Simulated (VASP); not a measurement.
Here is a VASP 6.6.1 calculation.

The input INCAR:

```
SYSTEM = InP
PREC     = Accurate       ! precision mode
ENCUT    = 520            ! plane-wave cutoff, eV
EDIFF    = 1E-6           ! SCF threshold, eV
ISMEAR   = -1             ! smearing method
SIGMA    = 0.05           ! smearing width, eV
LREAL    = .FALSE.        ! projectors in reciprocal space
LASPH    = .TRUE.         ! aspherical terms in the spheres
NELM     = 60             ! most SCF steps
ALGO     = Normal         ! electronic algorithm
ISIF     = 2              ! what is computed and relaxed
LWAVE    = .FALSE.        ! write WAVECAR
LCHARG   = .FALSE.        ! write CHGCAR
GGA      = PE             ! functional
NBANDS   = 16             ! bands
```

Contents of KPOINTS:

```
regular mesh
0
G
  6 6 6
  0 0 0
```

POSCAR

```
InP
1.0
    0.0000000000      2.9305000000      2.9891100000
    2.9305000000      0.0000000000      2.9891100000
    2.9305000000      2.9305000000      0.0000000000
In P
1 1
Direct
    0.0000000000      0.0000000000      0.0000000000
    0.2500000000      0.2500000000      0.2500000000
```

Potentials or basis: VASP PAW PBE potentials, release 64 (In_d, P).

The run is started by

```bash
$ cat potpaw_PBE.64/In_d/POTCAR potpaw_PBE.64/P/POTCAR > POTCAR
$ mpirun -np 1 vasp_std > vasp.out
```

**Question.** Predict the band gap on the k mesh.

**Answer.** 0.57 eV, direct.

**Question.** What does it give for the pressure?

**Answer.** 1.9 GPa.

Stress tensor (GPa, compression positive):
```
2.13 0.00 0.00
0.00 2.13 0.00
0.00 0.00 1.29
```

Caveat: spin-orbit coupling is left out, which moves the levels of the heavy elements. As with any semilocal functional, this PBE gap is likely too small.
